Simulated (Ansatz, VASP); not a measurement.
One calculation of SiF, two programs

File POSCAR:

```
SiF
1.0
    1.3386000000      0.7728400000      3.8983100000
   -1.3386000000      0.7728400000      3.8983100000
    0.0000000000     -1.5456800000      3.8983100000
Si F
1 1
Direct
    0.5000000000      0.5000000000      0.5000000000
    0.0000000000      0.0000000000      0.0000000000
```

The input INCAR.step1:

```
PREC     = Accurate       # precision mode
ENCUT    = 600            # plane-wave cutoff, eV
ISMEAR   = -1             # smearing method
SIGMA    = 0.05           # smearing width, eV
LREAL    = F              # projectors in reciprocal space
LASPH    = T              # aspherical terms in the spheres
NELM     = 100            # most SCF steps
GGA      = PE             # functional
ALGO     = Normal         # electronic algorithm
EDIFF    = 1E-4           # SCF threshold, eV
LWAVE    = T              # write WAVECAR
LCHARG   = F              # write CHGCAR
```

File INCAR.step2:

```
PREC     = Accurate       # precision mode
ENCUT    = 600            # plane-wave cutoff, eV
EDIFF    = 1E-6           # SCF threshold, eV
ISMEAR   = -1             # smearing method
SIGMA    = 0.05           # smearing width, eV
LREAL    = F              # projectors in reciprocal space
LASPH    = T              # aspherical terms in the spheres
NELM     = 100            # most SCF steps
ALGO     = Normal         # electronic algorithm
ISIF     = 3              # what is computed and relaxed
LWAVE    = F              # write WAVECAR
LCHARG   = F              # write CHGCAR
METAGGA  = R2SCAN         # meta-GGA
LMIXTAU  = T            
LUSE_VDW = T            
IVDW_NL  = 2            
BPARAM   = 11.95        
CPARAM   = 0.0093       
IBRION   = 2              # ionic algorithm
NSW      = 60             # ionic steps
EDIFFG   = -0.01          # ionic threshold
ISTART   = 1
```

Contents of KPOINTS:

```
Automatic mesh
0
Gamma
  12 12 12
```

File input.yaml:

```yaml
crystal:
  lattice:
    - [1.3386, 0.77284, 3.89831]
    - [-1.3386, 0.77284, 3.89831]
    - [0.0, -1.54568, 3.89831]
  atoms:
    - { symbol: Si, position: [0.5, 0.5, 0.5] }
    - { symbol: F, position: [0.0, 0.0, 0.0] }
hamiltonian:
  xc: r2scan
  pseudopotentials: { kind: paw }
  dispersion: rvv10
kpoints:
  mp_grid: { grid: [12, 12, 12] }
scf:
  occupations: { method: fermi_dirac, width: 0.05 }
output:
  forces: true
  stress: true
  eigenvalues: true
relax:
  f_tol: 0.01
  max_steps: 40
  cell: { stress_tol: 0.05 }
```

Alike in both runs: task relaxation of cell and atoms; functional r2SCAN; dispersion rVV10; k mesh 12 × 12 × 12; occupations fermi-dirac, width 0.05 eV; no spin polarisation.

|  | VASP | Ansatz |
| --- | --- | --- |
| version | VASP 6.6.1 | Ansatz 0.2.0 |
| potentials or method | VASP PAW PBE potentials, release 64 (Si, F) | Ansatz PAW |
| plane-wave cutoff (eV) | 600 | 500 |
| valence electrons in the cell | 11 | 11 |

VASP gave:

- gap on the k mesh at the Fermi level, each at its own relaxed structure (eV): none
- relaxed volume (Å³/atom): 11.52
- relaxed length of the cell vector where the two differ most in proportion (Å): 4.176

Question: What did Ansatz give for the same quantities?

Answer: gap on the k mesh at the Fermi level, each at its own relaxed structure (eV): none; relaxed volume (Å³/atom): 11.56; relaxed length of the cell vector where the two differ most in proportion (Å): 4.181.

VASP's potentials were made for PBE, not for r2SCAN. A gap of «none» marks a metal or a gap that the smearing closes.

Noted on Ansatz's run: the plane-wave basis is chosen anew once the cell has moved, so the energies of steps on either side of that aren't comparable.
